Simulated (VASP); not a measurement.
# N2 in VASP: notebook

The runs below take N2 through single point, relaxation of the atoms, with LDA.

Everything below comes from runs of VASP 6.6.1. Logs are shortened: lines on timing, memory, paths and dates and some standing lists are left out, and cuts for length are marked.

## Step 1: The cell of the first run

The cell holds a molecule in a box, 2 atoms: a = 9.000 Å, b = 9.500 Å, c = 10.000 Å, α = 90.00°, β = 90.00°, γ = 90.00°.

## Step 2: Single point, LDA

Input file INCAR:

```
  PREC = Accurate
  ENCUT = 520
  EDIFF = 1E-6
  ISMEAR = -1
  SIGMA = 0.02
  LREAL = F
  LASPH = T
  NELM = 60
  ALGO = Normal
  ISIF = 2
  LWAVE = F
  LCHARG = F
  NBANDS = 12
```

Input file KPOINTS:

```
regular mesh
0
Gamma
  1 1 1
```

Input file POSCAR:

```
N
1.0
    9.0000000000      0.0000000000      0.0000000000
    0.0000000000      9.5000000000      0.0000000000
    0.0000000000      0.0000000000     10.0000000000
N
2
Direct
    0.5000000000      0.5000000000      0.4453367645
    0.5000000000      0.5000000000      0.5546632355
```

Potentials or basis: VASP PAW LDA potentials, release 64 (N).

Launch:

```console
$ cat potpaw_LDA.64/N/POTCAR > POTCAR
$ mpirun -np 1 vasp_gam > vasp.out
```

OUTCAR:

```text
PREC = Accurate
   ENCUT = 520
   EDIFF = 1E-6
   ISMEAR = -1
   LREAL = F
   LASPH = T
   NELM = 60
   ISIF = 2

 ion  position               nearest neighbor table
   1  0.500  0.500  0.445-   2 1.09
   2  0.500  0.500  0.555-   1 1.09

  LATTYP: Found a simple orthorhombic cell.
 ALAT       =     9.0000000000
 B/A-ratio  =     1.0555555556
 C/A-ratio  =     1.1111111111

  Lattice vectors:

 A1 = (   9.0000000000,   0.0000000000,   0.0000000000)
 A2 = (   0.0000000000,   9.5000000000,   0.0000000000)
 A3 = (   0.0000000000,   0.0000000000,  10.0000000000)

Analysis of symmetry for initial positions (statically):
=====================================================================
 Subroutine PRICEL returns:
 Original cell was already a primitive cell.

 Routine SETGRP: Setting up the symmetry group for a
 simple orthorhombic supercell.

 Subroutine GETGRP returns: Found  8 space group operations
 (whereof  8 operations were pure point group operations)
 out of a pool of  8 trial point group operations.

The static configuration has the point symmetry D_2h.

Analysis of symmetry for dynamics (positions and initial velocities):
=====================================================================
 Subroutine PRICEL returns:
 Original cell was already a primitive cell.

 Routine SETGRP: Setting up the symmetry group for a
 simple orthorhombic supercell.

 Subroutine GETGRP returns: Found  8 space group operations
 (whereof  8 operations were pure point group operations)
 out of a pool of  8 trial point group operations.

The dynamic configuration has the point symmetry D_2h.

 Subroutine INISYM returns: Found  8 space group operations
 (whereof  8 operations are pure point group operations),
 and found     1 'primitive' translations

----------------------------------------------------------------------------------------

                                     Primitive cell

  volume of cell :     855.0000

  direct lattice vectors                    reciprocal lattice vectors
     9.000000000  0.000000000  0.000000000     0.111111111  0.000000000  0.000000000
     0.000000000  9.500000000  0.000000000     0.000000000  0.105263158  0.000000000
     0.000000000  0.000000000 10.000000000     0.000000000  0.000000000  0.100000000

  length of vectors
     9.000000000  9.500000000 10.000000000     0.111111111  0.105263158  0.100000000

  position of ions in fractional coordinates (direct lattice)
     0.500000000  0.500000000  0.445336764
     0.500000000  0.500000000  0.554663236

  ion indices of the primitive-cell ions
   primitive index   ion index
                 1           1
                 2           2

----------------------------------------------------------------------------------------

 KPOINTS: regular mesh

Automatic generation of k-mesh.
 Grid dimensions read from file:
 generate k-points for:    1    1    1

 Generating k-lattice:

  Cartesian coordinates                     Fractional coordinates (reciprocal lattice)
     0.111111111  0.000000000  0.000000000     1.000000000  0.000000000  0.000000000
     0.000000000  0.105263158  0.000000000     0.000000000  1.000000000  0.000000000
     0.000000000  0.000000000  0.100000000     0.000000000  0.000000000  1.000000000

  Length of vectors
     0.111111111  0.105263158  0.100000000

  Shift w.r.t. Gamma in fractional coordinates (k-lattice)
     0.000000000  0.000000000  0.000000000

 Subroutine IBZKPT returns following result:
 ===========================================

 Found      1 irreducible k-points:

 Following reciprocal coordinates:
            Coordinates               Weight
  0.000000  0.000000  0.000000      1.000000
   k-points           NKPTS =      1   k-points in BZ     NKDIM =      1   number of bands    NBANDS=     12
   number of dos      NEDOS =    301   number of ions     NIONS =      2
   total plane-waves  NPLWV = 403200
   dimension x,y,z NGX =    70 NGY =   72 NGZ =   80
   dimension x,y,z NGXF=   140 NGYF=  144 NGZF=  160
   ions per type =               2
   NGX,Y,Z   is equivalent  to a cutoff of  12.93, 12.60, 13.30 a.u.
   NGXF,Y,Z  is equivalent  to a cutoff of  25.86, 25.20, 26.60 a.u.
 SYSTEM =  unknown system
   PREC   = accura    normal or accurate (medium, high low for compatibility)
   ISTART =      0    job   : 0-new  1-cont  2-samecut
   ICHARG =      2    charge: 1-file 2-atom 10-const
   ISPIN  =      1    spin polarized calculation?
   LNONCOLLINEAR =      F non collinear calculations
   LSORBIT =      F    spin-orbit coupling
   LASPH  =      T    aspherical Exc in radial PAW
   ENCUT  =  520.0 eV  38.22 Ry    6.18 a.u.  16.73 17.66 18.59*2*pi/ulx,y,z
   NELM   =     60;   NELMIN=  2; NELMDL= -5     # of ELM steps
   EDIFF  = 0.1E-05   stopping-criterion for ELM
   LREAL  =      F    real-space projection
   EDIFFG = 0.1E-04   stopping-criterion for IOM
   NSW    =      0    number of steps for IOM
   IBRION =     -1    ionic relax: 0-MD 1-quasi-New 2-CG
   NFREE  =      0    steps in history (QN), initial steepest desc. (CG)
   ISIF   =      2    stress and relaxation
   ISYM   =      2    0-nonsym 1-usesym 2-fastsym
   POTIM  = 0.5000    time-step for ionic-motion
   TEBEG  =    0.0;   TEEND  =   0.0 temperature during run
   PSTRESS=    0.0 pullay stress
   NELECT =      10.0000    total number of electrons
   NUPDOWN=      -1.0000    fix difference up-down
   EMIN   =  10.00;   EMAX   =-10.00  energy-range for DOS
   EFERMI =   0.00;   METHOD = LEGACY
   ISMEAR =    -1;   SIGMA  =   0.02  broadening in eV -4-tet -1-fermi 0-gaus
   EFERMI_NEDOS =   21; number of points for ismear=-14 and -15
   IALGO  =     38    algorithm
   IMIX   =      4    mixing-type and parameters
     AMIX     =   0.40;   BMIX     =  1.00
     AMIX_MAG =   1.60;   BMIX_MAG =  1.00
  volume/ion in A,a.u.               =     427.50      2884.91
  Fermi-wavevector in a.u.,A,eV,Ry     =   0.371609  0.702239  1.878872  0.138093
  Thomas-Fermi vector in A             =   1.299861
   LORBIT       =      0    0 simple, 1 ext, 2 COOP (PROOUT), +10 PAW based schemes
   GGA     = CA    functional components
   LHFCALC =     F    Hartree Fock is set to
   AEXX    =    0.0000 exact exchange contribution
   IVDW    =     0    specifies the selected vdW correction
   LEPSILON=     F    determine dielectric tensor
   LRPA    =     F    only Hartree local field effects (RPA)
 non-spin polarized calculation
  energy-cutoff  :      520.00
  volume of cell :      855.00
 maximum number of plane-waves:     11510
 NGX is ok and might be reduce to    70
   NGX = 33   NGY = 35   NGZ = 37

 number of electron      10.0000000 magnetization

 Free energy of the ion-electron system (eV)
  ---------------------------------------------------
  ext. energy  EPLUGINS =         0.00000000
  ---------------------------------------------------
  free energy    TOTEN  =       -17.48258536 eV

  energy without entropy =      -17.48258536  energy(sigma->0) =      -17.48258536

 E-fermi :  -9.7029     XC(G=0):  -0.6589

 val. band max:      -10.1964474935   @ k =   0.0000   0.0000   0.0000
 cond. band min:      -1.9891260016   @ k =   0.0000   0.0000   0.0000
 fundamental gap:      8.2073214919
 Fermi energy:        -9.7029448079

 k-point     1 :       0.0000    0.0000    0.0000
  band No.  band energies     occupation
      1     -28.3413      2.00000
      2     -13.1777      2.00000
      3     -11.7873      2.00000
      4     -11.7873      2.00000
      5     -10.1964      2.00000
      6      -1.9891      0.00000
      7      -1.9887      0.00000
      8      -0.1423      0.00000
      9       1.2614      0.00000
     10       1.3194      0.00000
     11       1.3224      0.00000
     12       1.4905      0.00000

------------------------ aborting loop because EDIFF is reached ----------------------------------------

  FORCE on cell =-STRESS in cart. coord.  units (eV):
  Direction    XX          YY          ZZ          XY          YZ          ZX
  --------------------------------------------------------------------------------------
  -------------------------------------------------------------------------------------
  Total       -0.0365225     -0.0354720      1.6432203     -0.0000000      0.0000000      0.0000000
  in kB       -0.0684393     -0.0664707      3.0792168     -0.0000000      0.0000000      0.0000000
  external PRESSURE =       0.9814356 kB  Pullay stress =       0.0000000 kB

 VOLUME and BASIS-vectors are now :
 -----------------------------------------------------------------------------
  energy-cutoff  :      520.00
  volume of cell :      855.00
      direct lattice vectors                 reciprocal lattice vectors
     9.000000000  0.000000000  0.000000000     0.111111111  0.000000000  0.000000000
     0.000000000  9.500000000  0.000000000     0.000000000  0.105263158  0.000000000
     0.000000000  0.000000000 10.000000000     0.000000000  0.000000000  0.100000000

 POSITION                                       TOTAL-FORCE (eV/Angst)
 -----------------------------------------------------------------------------------
      4.50000      4.75000      4.45337         0.000000      0.000000     -1.531686
      4.50000      4.75000      5.54663         0.000000      0.000000      1.531686
 -----------------------------------------------------------------------------------
    total drift:                                0.000000      0.000000      0.000000

  FREE ENERGIE OF THE ION-ELECTRON SYSTEM (eV)
  ---------------------------------------------------
  free  energy   TOTEN  =       -17.4825853609 eV

  energy  without entropy=      -17.4825853609  energy(sigma->0) =      -17.48258536
```

Run time: 21 s. Hardware: 1 thread of Intel Xeon Platinum 8488C (Sapphire Rapids), shared host; peak memory 0.49 GiB.

Results:

```yaml
Free_energy: -17.4826 eV
Largest_force: 1.532 eV/Å
Gap_between_the_frontier_levels: 8.21 eV
```

Forces in eV/Å, atoms in the order of the input:
```
N    0.000  0.000 -1.532
N    0.000  0.000  1.532
```

Caveat: the standard files for N, O and F lose accuracy on very short bonds.

## Step 3: Relaxation of the atoms, LDA

Input file INCAR:

```
  PREC = Accurate
  ENCUT = 520
  EDIFF = 1E-7
  ISMEAR = -1
  SIGMA = 0.02
  LREAL = F
  LASPH = T
  NELM = 60
  ALGO = Normal
  ISIF = 2
  LWAVE = F
  LCHARG = F
  IBRION = 2
  NSW = 60
  EDIFFG = -0.01
```

KPOINTS is that of step 2.

Input file POSCAR:

```
N
1.0
    9.0000000000      0.0000000000      0.0000000000
    0.0000000000      9.5000000000      0.0000000000
    0.0000000000      0.0000000000     10.0000000000
N
2
Direct
    0.5000000000      0.5000000000      0.4445000000
    0.5000000000      0.5000000000      0.5555000000
```

Potentials or basis: VASP PAW LDA potentials, release 64 (N).

Launch:

```console
$ cat potpaw_LDA.64/N/POTCAR > POTCAR
$ mpirun -np 1 vasp_gam > vasp.out
```

OUTCAR:

```text
PREC = Accurate
   ENCUT = 520
   EDIFF = 1E-7
   ISMEAR = -1
   LREAL = F
   LASPH = T
   NELM = 60
   ISIF = 2
   IBRION = 2
   NSW = 60
   EDIFFG = -0.01

 ion  position               nearest neighbor table
   1  0.500  0.500  0.444-   2 1.11
   2  0.500  0.500  0.556-   1 1.11

  LATTYP: Found a simple orthorhombic cell.
 ALAT       =     9.0000000000
 B/A-ratio  =     1.0555555556
 C/A-ratio  =     1.1111111111

  Lattice vectors:

 A1 = (   9.0000000000,   0.0000000000,   0.0000000000)
 A2 = (   0.0000000000,   9.5000000000,   0.0000000000)
 A3 = (   0.0000000000,   0.0000000000,  10.0000000000)

Analysis of symmetry for initial positions (statically):
=====================================================================
[... 156 lines left out ...]
  -------------------------------------------------------------------------------------
  Total       -0.0355385     -0.0344784     -1.2054436      0.0000000      0.0000000      0.0000000
  in kB       -0.0665953     -0.0646089     -2.2588707      0.0000000      0.0000000      0.0000000
  external PRESSURE =      -0.7966916 kB  Pullay stress =       0.0000000 kB
[... 95 lines left out ...]
--------------------------------------- Ionic step        4  -------------------------------------------

 number of electron      10.0000000 magnetization

 Free energy of the ion-electron system (eV)
  ---------------------------------------------------
  ext. energy  EPLUGINS =         0.00000000
  ---------------------------------------------------
  free energy    TOTEN  =       -17.48987301 eV

  energy without entropy =      -17.48987301  energy(sigma->0) =      -17.48987301

 E-fermi :  -9.6835     XC(G=0):  -0.6600

 val. band max:      -10.1891848894   @ k =   0.0000   0.0000   0.0000
 cond. band min:      -2.1022891730   @ k =   0.0000   0.0000   0.0000
 fundamental gap:      8.0868957164
 Fermi energy:        -9.6834814035

 k-point     1 :       0.0000    0.0000    0.0000
  band No.  band energies     occupation
      1     -28.1906      2.00000
      2     -13.2452      2.00000
      3     -11.7067      2.00000
      4     -11.7067      2.00000
      5     -10.1892      2.00000
      6      -2.1023      0.00000
      7      -2.1019      0.00000
      8      -0.1409      0.00000
      9       1.2584      0.00000
[... 27 lines left out ...]
  FREE ENERGIE OF THE ION-ELECTRON SYSTEM (eV)
  ---------------------------------------------------
  free  energy   TOTEN  =       -17.4898730060 eV

  energy  without entropy=      -17.4898730060  energy(sigma->0) =      -17.48987301

 reached required accuracy - stopping structural energy minimisation
```

Run time: 50 s. Hardware: 1 thread of Intel Xeon Platinum 8488C (Sapphire Rapids), shared host; peak memory 0.53 GiB.

What came out:

```
Free energy                     : -17.4899 eV
Energy gained by relaxing       : 1.9 meV/atom
Ionic steps                     : 4
Gap between the frontier levels : 8.09 eV
```

The path:
```tsv
step	energy change (eV)	largest force (eV/Å)	pressure (GPa)
1	0.0000	1.0582	-0.08
2	0.8860	21.1616	1.32
3	-0.0038	0.0479	0.00
4	-0.0038	0.0014	-0.01
```

Final structure:
```
N
1.0
     9.00000    0.00000    0.00000
     0.00000    9.50000    0.00000
     0.00000    0.00000   10.00000
N
2
Direct
  0.50000 0.50000 0.44485
  0.50000 0.50000 0.55515
```

Caveat: the standard files for N, O and F lose accuracy on very short bonds.
